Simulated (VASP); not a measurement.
Runs of VASP 6.6.1 on Mg. The structure is that of space group Im-3m (No. 229), or close to it. The cells are those of the table. 

```csv
task,cell,cutoff (eV),k mesh for the DOS,occupations for the DOS,gap on the mesh (eV),pressure (GPa)
single point,"a = 2.753 Å, angles 109.5°, 1 atom",600,-,-,none,(b)
single point,"a = 2.615 Å, angles 109.5°, 1 atom",600,-,-,none,(a)
single point,"a = 2.993 Å, angles 109.5°, 1 atom",600,-,-,none,4.4
single point,"a = 2.878 Å, angles 109.5°, 1 atom",600,-,-,none,12.1
single point,"a = 2.461 Å, angles 109.5°, 1 atom",600,-,-,none,95.5
single point,"a = 2.284 Å, angles 109.5°, 1 atom",600,-,-,none,194.6
single point,"a = 3.100 Å, angles 109.5°, 1 atom",600,-,-,none,-0.2
```

Alike in all rows: level PBE; potentials or basis VASP PAW PBE potentials, release 64 (Mg); no spin polarisation; k mesh 17 × 17 × 17; smearing fermi-dirac 0.05 eV.

Problem. Estimate the missing entries.

Solution. (a) 49.3; (b) 25.4.

A gap of «none» marks levels without a gap at the run's occupations.
